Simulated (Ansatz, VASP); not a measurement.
## Sb: VASP beside Ansatz

Contents of INCAR:

```
SYSTEM = Sb
  PREC = Accurate
  ENCUT = 400
  EDIFF = 1E-6
  ISMEAR = 0
  SIGMA = 0.04
  LREAL = .FALSE.
  LASPH = .TRUE.
  NELM = 120
  ALGO = Normal
  ISIF = 2
  LWAVE = .FALSE.
  LCHARG = .FALSE.
  LDIPOL = .TRUE.
  IDIPOL = 3
  DIPOL = 0.5 0.5 0.296
  GGA = PE
  IVDW = 12
  NBANDS = 12
  GGA_COMPAT = .FALSE.
  NELMDL = -8
```

File KPOINTS:

```
regular mesh
0
G
  12 12 1
  0 0 0
```

File POSCAR:

```
Sb
1.0
    4.0960309279      0.0000000000      0.0000000000
   -2.0480154639      3.5472668382      0.0000000000
    0.0000000000      0.0000000000     26.8700000000
Sb
2
Direct
    0.3333333333      0.6666666667      0.2655209558
    0.6666666667      0.3333333333      0.3265988425
```

Input for Ansatz:

```yaml
crystal:
  lattice:
    - [4.0960309279, 0.0, 0.0]
    - [-2.0480154639, 3.5472668382, 0.0]
    - [0.0, 0.0, 26.87]
  atoms:
    - { symbol: Sb, position: [0.3333333333, 0.6666666667, 0.2655209558] }
    - { symbol: Sb, position: [0.6666666667, 0.3333333333, 0.3265988425] }
basis:
  ecutwfc: 420
kpoints:
  mp_grid: { grid: [12, 12, 1] }
hamiltonian:
  xc: pbe
  dispersion: d3bj
  pseudopotentials: { kind: paw, azcp: { folder: soft_1 } }
scf:
  occupations: { method: gaussian, width: 0.04 }
  n_extra_bands: 6
  max_iter: 160
output:
  forces: true
  eigenvalues: true
  write_density: true
  write_potential: true
  elf: true
  volumetric_format: npy
efield:
  axis: 3
  dipole_correction: true
```

Alike in both runs: task single point; functional PBE; dispersion D3(BJ); k mesh 12 × 12 × 1; occupations gaussian, width 0.04 eV; no spin polarisation.

```csv
,VASP,Ansatz
version,VASP 6.6.1,Ansatz 0.2.0
potentials or method,"VASP PAW PBE potentials, release 64 (Sb), cutoff 400 eV","scalar-relativistic, plane waves, PAW"
valence electrons in the cell,10,30
```

|  | VASP | Ansatz | Ansatz less VASP |
| --- | --- | --- | --- |
| gap on the k mesh at the Fermi level (eV) | 1.26 | 1.25 | -0.007 |
| least direct gap on the mesh (eV) | 1.60 | 1.63 | +0.030 |
| rms of the force components (eV/Å) | 0.045 | 0.004 | -0.0409 |

Atom by atom the forces differ by 0.049 eV/Å (rms over components). VASP's potentials hold 10 valence electrons a cell and Ansatz's 30, so a difference there can come from the potentials and not from the codes.

Neither program's run includes spin-orbit coupling.
